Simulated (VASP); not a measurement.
# H4CO2 in VASP: notebook, part 2 of 2

VASP 6.6.1. Earlier steps stand in the parts before.

### Step 4. Single point, PBEsol

This run uses another cell than the first one, of 18.52 Å³/atom, 1.257 times its volume.

File INCAR:

```
SYSTEM = H4CO2
PREC = Accurate
ENCUT = 520
EDIFF = 1E-6
ISMEAR = -1
SIGMA = 0.02
LREAL = Auto
LASPH = .True.
NELM = 100
ALGO = Normal
ISIF = 2
LWAVE = .False.
LCHARG = .True.
GGA = PS
LELF = .True.
LVHAR = .True.
NBANDS = 60
```

File KPOINTS:

```
Automatic mesh
0
Gamma
  1 1 1
  0 0 0
```

File POSCAR:

```
H4CO2
1.0
    8.0343890000      0.0000000000      0.0000000000
    0.0000000000      8.0343890000      0.0000000000
    0.0000000000      0.0000000000      8.0343890000
O C H
8 4 16
Direct
    0.9591768584      0.3929483623      0.8855931671
    0.4651504925      0.8350479420      0.9368851819
    0.4470657321      0.4665569466      0.5290010230
    0.7845898425      0.9212399350      0.0601290279
    0.9746105149      0.8665126869      0.7291655906
    0.4402699446      0.9666820962      0.3168629251
    0.3369889110      0.2280073818      0.0132181800
    0.0629543827      0.0623569509     -0.0125958551
    0.9008276796      0.2708980110      0.8239456666
    0.4710750251      0.8728355075      0.7944350218
    0.3564054466      0.5286400746      0.4337728731
    0.7207766515      0.7766863168      0.0684308415
    0.9318567971      0.2256425473      0.7051438510
    0.7861456546      0.2194939777      0.8923267220
    0.5700246777      0.8452540697      0.7077825084
    0.3655038361      0.9300396085      0.7405914750
    0.3692128922      0.6620665243      0.3666115743
    0.2778804960      0.4426098861      0.3628651787
    0.7445992471      0.6691983672     -0.0067708945
    0.6269798487      0.7517684294      0.1726453623
    0.9996528672      0.7473997089      0.7060648918
    0.9111458258      0.8676079787      0.8315504763
    0.3177590729      0.9580068876      0.3302802491
    0.4383158446      1.0611136702      0.2397568751
    0.2270614480      0.1912902151     -0.0291745894
    0.3770168460      0.2938369053     -0.0895276542
   -0.0340909558      0.0236483446      0.0589466106
    0.0925770460     -0.0316016563     -0.0790477036
```

Potentials or basis: VASP PAW PBE potentials, release 64 (O, C, H).

Command:

```
$ cat potpaw_PBE.64/O/POTCAR potpaw_PBE.64/C/POTCAR potpaw_PBE.64/H/POTCAR > POTCAR
$ mpirun -np 1 vasp_gam > vasp.out
```

OUTCAR:

```text
SYSTEM = H4CO2
   PREC = Accurate
   ENCUT = 520
   EDIFF = 1E-6
   ISMEAR = -1
   LREAL = Auto
   LASPH = .True.
   NELM = 100
   ISIF = 2
   GGA = PS

 ion  position               nearest neighbor table
   1  0.959  0.393  0.886-   9 1.19
   2  0.465  0.835  0.937-  10 1.19
   3  0.447  0.467  0.529-  11 1.17
   4  0.785  0.921  0.060-  12 1.27
   5  0.975  0.867  0.729-  22 0.97  21 1.00
   6  0.440  0.967  0.317-  24 0.98  23 0.99
   7  0.337  0.228  0.013-  25 0.99  26 1.03
   8  0.063  0.062  0.987-  28 0.95  27 1.02
   9  0.901  0.271  0.824-  13 1.05  14 1.15   1 1.19
  10  0.471  0.873  0.794-  16 1.06  15 1.08   2 1.19
  11  0.356  0.529  0.434-  18 1.10   3 1.17  17 1.20
  12  0.721  0.777  0.068-  19 1.07  20 1.14   4 1.27
  13  0.932  0.226  0.705-   9 1.05
  14  0.786  0.219  0.892-   9 1.15
  15  0.570  0.845  0.708-  10 1.08
  16  0.366  0.930  0.741-  10 1.06
  17  0.369  0.662  0.367-  11 1.20
  18  0.278  0.443  0.363-  11 1.10
[... 8 lines left out ...]
  27  0.966  0.024  0.059-   8 1.02
  28  0.093  0.968  0.921-   8 0.95

[... 215 lines left out ...]
 fundamental gap:      2.6823826902
 Fermi energy:        -3.0301208864

 k-point     1 :       0.0000    0.0000    0.0000
  band No.  band energies     occupation
      1     -25.5054      2.00000
      2     -25.3114      2.00000
      3     -24.3234      2.00000
      4     -24.1336      2.00000
      5     -23.5092      2.00000
      6     -23.0010      2.00000
[... 44 lines left out ...]
     51       3.1324      0.00000
     52       3.8358      0.00000
 [bands above 52 left out]

------------------------ aborting loop because EDIFF is reached ----------------------------------------

  FORCE on cell =-STRESS in cart. coord.  units (eV):
  Direction    XX          YY          ZZ          XY          YZ          ZX
  --------------------------------------------------------------------------------------
  -------------------------------------------------------------------------------------
  Total        4.9892917     -0.0972999      5.6673708     -0.5928404      2.8432024      4.1127217
  in kB       15.4131325     -0.3005829     17.5078834     -1.8314279      8.7833420     12.7051950
  external PRESSURE =      10.8734776 kB  Pullay stress =       0.0000000 kB

 VOLUME and BASIS-vectors are now :
 -----------------------------------------------------------------------------
  energy-cutoff  :      520.00
  volume of cell :      518.63
      direct lattice vectors                 reciprocal lattice vectors
     8.034389000  0.000000000  0.000000000     0.124464972  0.000000000  0.000000000
     0.000000000  8.034389000  0.000000000     0.000000000  0.124464972  0.000000000
     0.000000000  0.000000000  8.034389000     0.000000000  0.000000000  0.124464972

 POSITION                                       TOTAL-FORCE (eV/Angst)
 -----------------------------------------------------------------------------------
      7.70640      3.15710      7.11520         1.482616      2.290332      0.470281
      3.73720      6.70910      7.52730         0.411166     -1.080672      2.947003
      3.59190      3.74850      4.25020         2.784499     -0.761449      3.626541
      6.30370      7.40160      0.48310        -0.618782     -2.981897     -0.341973
      7.83040      6.96190      5.85840         0.738518     -1.078988     -0.804857
      3.53730      7.76670      2.54580        -1.261355      0.210341      0.084719
[... 20 lines left out ...]
      7.76049      0.19000      0.47360         0.828716      0.321675     -0.939370
      0.74380      7.78049      7.39929         0.240128     -0.991318     -0.801197
 -----------------------------------------------------------------------------------
    total drift:                                0.010627     -0.004845     -0.000526

  FREE ENERGIE OF THE ION-ELECTRON SYSTEM (eV)
  ---------------------------------------------------
  free  energy   TOTEN  =      -147.2232958154 eV

  energy  without entropy=     -147.2232958154  energy(sigma->0) =     -147.22329582
```

OSZICAR:

```text
N       E                     dE             d eps       ncg     rms          rms(c)
DAV:   1     0.686164243477E+03    0.68616E+03   -0.37228E+04   120   0.114E+03
DAV:   2    -0.519247017127E+02   -0.73809E+03   -0.69295E+03   148   0.272E+02
DAV:   3    -0.158017593037E+03   -0.10609E+03   -0.10498E+03   148   0.111E+02
DAV:   4    -0.160648594680E+03   -0.26310E+01   -0.26166E+01   144   0.196E+01
DAV:   5    -0.160709976240E+03   -0.61382E-01   -0.61303E-01   152   0.272E+00    0.227E+01
DAV:   6    -0.148842699910E+03    0.11867E+02   -0.33576E+01   136   0.223E+01    0.107E+01
DAV:   7    -0.147605001555E+03    0.12377E+01   -0.19248E+00   144   0.574E+00    0.581E+00
DAV:   8    -0.147205316928E+03    0.39968E+00   -0.99501E-01   152   0.385E+00    0.126E+00
DAV:   9    -0.147201580539E+03    0.37364E-02   -0.53086E-02   136   0.107E+00    0.501E-01
DAV:  10    -0.147213985848E+03   -0.12405E-01   -0.24546E-02   136   0.699E-01    0.238E-01
DAV:  11    -0.147220099127E+03   -0.61133E-02   -0.51526E-03   136   0.355E-01    0.106E-01
DAV:  12    -0.147222466477E+03   -0.23674E-02   -0.19287E-03   128   0.238E-01    0.534E-02
DAV:  13    -0.147222996485E+03   -0.53001E-03   -0.53465E-04   144   0.105E-01    0.360E-02
DAV:  14    -0.147223278106E+03   -0.28162E-03   -0.17785E-04   128   0.678E-02    0.155E-02
DAV:  15    -0.147223298632E+03   -0.20526E-04   -0.43195E-05   128   0.359E-02    0.884E-03
DAV:  16    -0.147223297062E+03    0.15702E-05   -0.14558E-05   144   0.173E-02    0.516E-03
DAV:  17    -0.147223295979E+03    0.10829E-05   -0.23693E-06   104   0.789E-03    0.189E-03
DAV:  18    -0.147223295815E+03    0.16352E-06   -0.61551E-07    96   0.365E-03
   1 F= -.14722330E+03 E0= -.14722330E+03  d E =-.731332E-12
```

stdout:

```text
POSCAR found type information on POSCAR O C H
 POSCAR found :  3 types and      28 ions
 scaLAPACK will be used
 -----------------------------------------------------------------------------
|                                                                             |
|                                                                             |
|     You enforced a specific xc type in the INCAR file but a different       |
|     I HOPE YOU KNOW WHAT YOU ARE DOING!                                     |
|                                                                             |
 -----------------------------------------------------------------------------

 LDA part: xc-table for (Slater+PW92), standard interpolation
 POSCAR, INCAR and KPOINTS ok, starting setup
 FFT: planning ... GRIDC
 FFT: planning ... GRID_SOFT
 FFT: planning ... GRID
 WAVECAR not read
 entering main loop
```

It took 2.2 min on 1 thread of Intel Xeon 8259CL, shared host; peak memory 0.47 GiB.

What came out:

- Free energy: -147.2233 eV
- Pressure: 1.1 GPa
- Largest force: 5.299 eV/Å
- Band gap on the k mesh: 2.68 eV

Forces in eV/Å, atoms in the order of the input:
```
O    1.483  2.290  0.470
O    0.411 -1.081  2.947
O    2.784 -0.761  3.627
O   -0.619 -2.982 -0.342
O    0.739 -1.079 -0.805
O   -1.261  0.210  0.085
O    0.940  1.440 -2.348
O   -0.866  0.772  1.473
C   -2.864 -0.520  2.109
C   -0.081  0.057 -1.699
C   -1.412  1.857 -4.758
C   -1.175  3.221  2.206
H    0.732 -1.033 -1.866
H    0.556 -0.449 -0.741
H    1.236 -0.222 -0.461
H   -1.561  1.100 -0.970
H   -0.087 -1.020  1.443
H   -1.270 -0.082 -0.323
H    0.774 -0.700 -1.182
H    0.725  0.220 -0.522
H   -0.308  0.829  0.252
H   -0.629  0.012  0.578
H    0.683 -0.306  0.171
H    0.526  0.127 -0.372
H   -0.192 -0.272  0.802
H   -0.332 -0.960  1.968
H    0.829  0.322 -0.939
H    0.240 -0.991 -0.801
```

Levels at points of the mesh, in eV from the valence-band top:
```
           k point  band 38  band 39  band 40  band 41  band 42  band 43
(0.00, 0.00, 0.00)    -0.79    -0.39     0.00     2.68     2.89     3.08
```

Caveat: the k points lie up to 0.78 Å⁻¹ apart; the PAW data sets were made with another functional, which shifts forces and pressure a little.

### Step 5. Summary

```csv
cell,gap on the mesh (eV),pressure (GPa),largest force (eV/Å)
"a = 7.446 Å, 28 atoms",2.70,-0.3,3.13
"a = 7.714 Å, 28 atoms",2.39,-1.3,3.95
"a = 8.034 Å, 28 atoms",2.68,1.1,5.30
```

Alike in all rows: task single point; level PBEsol; potentials or basis VASP PAW PBE potentials, release 64 (O, C, H); no spin polarisation; k mesh 1 × 1 × 1; cutoff (eV) 520; smearing fermi-dirac 0.02 eV.

Caveats: all runs use coarse meshes; the PAW data sets were made with another functional, which shifts forces and pressure a little.

Total energies depend on the potentials used, so only differences within one code and one set of settings carry meaning.
